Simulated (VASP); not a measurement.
Wanted: the native input for a VASP 6.6.1 run.

* Task: single point
* Functional: PBE
* Potentials or basis: VASP PAW PBE potentials, release 64 (Sn_d, Se)
* Cutoff: 520 eV
* k mesh: 12 × 12 × 4
* Occupations: fermi-dirac, width 0.02 eV
* Spin: no spin polarisation
* Dipole correction: no
* Further INCAR settings: ALGO = Normal; EDIFF = 1e-06; NBANDS = 20

The structure of SnSe2 lies in POSCAR:

```
SnSe2
1.0
    3.9016523164      0.0000000000      0.0000000000
   -1.9508261582      3.3789300228      0.0000000000
    0.0000000000      0.0000000000      6.3516206456
Sn Se
1 2
Direct
    0.0000000000      0.0000000000      0.0000000000
    0.3333333333      0.6666666667      0.2449945258
    0.6666666667      0.3333333333      0.7550054742
```

This cell differs from its parent crystal: strain +2.0%.

These files were run (other wordings do the same):

INCAR

```
SYSTEM = SnSe2
  ALGO = Normal
  EDIFF = 1E-6
  ENCUT = 520
  GGA = PE
  ISIF = 2
  ISMEAR = -1
  LASPH = .True.
  LCHARG = .False.
  LREAL = .False.
  LWAVE = .False.
  NBANDS = 20
  NELM = 80
  PREC = Accurate
  SIGMA = 0.02
```

KPOINTS

```
k-points
0
Gamma
  12 12 4
  0 0 0
```

Potentials or basis: VASP PAW PBE potentials, release 64 (Sn_d, Se).

Run with:

```console
$ cat potpaw_PBE.64/Sn_d/POTCAR potpaw_PBE.64/Se/POTCAR > POTCAR
$ mpirun -np 1 vasp_std > vasp.out
```

Results of the run:

```json
{"Pressure": "0.8 GPa", "Largest force": "0.244 eV/Å", "Band gap on the k mesh": "0.75 eV, indirect (least direct gap 0.88 eV)"}
```

Caveat: the cell differs from its parent crystal (strain +2.0%); spin-orbit coupling is left out, which moves the levels of the heavy elements; this functional lacks dispersion, which binds the layers, so the pressure and a relaxed spacing across them are unreliable.

It took 70 s on 1 thread of AMD EPYC 9R45 (Zen 5), with other jobs on the host, peak memory 0.23 GiB.
